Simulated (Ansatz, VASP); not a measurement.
**One calculation of AsHF, two programs**

```
H As F
1.0
     3.07428    0.00000    0.00000
     0.00000    3.07428    0.00000
     0.00000    0.00000    3.42764
H As F
1 1 1
Direct
  0.50000 0.50000 0.50000
  0.50000 0.50000 0.00000
  0.00000 0.00000 0.50000
```

Alike in both runs: functional PBE; k mesh 16 × 16 × 14; occupations gaussian, width 0.1 eV; no spin polarisation.

Ansatz relaxed the structure, and its values are those at the end. VASP's run is a single point on that final structure, the one shown.

```csv
,VASP,Ansatz
version,VASP 6.6.1,Ansatz 0.2.0
potentials or method,"VASP PAW PBE potentials, release 64 (H, As, F), cutoff 600 eV","scalar-relativistic, plane waves, PAW"
valence electrons in the cell,13,23
```

|  | VASP | Ansatz | Ansatz less VASP |
| --- | --- | --- | --- |
| gap on the k mesh at the Fermi level (eV) | none | none | - |
| pressure (GPa) | -0.2 | 0.0 | +0.22 |

A gap of «none» marks a metal or a gap that the smearing closes. With one functional, cell and mesh, what is left measures potentials, basis and numerics. VASP's potentials hold 13 valence electrons a cell and Ansatz's 23, so a difference there can come from the potentials and not from the codes.
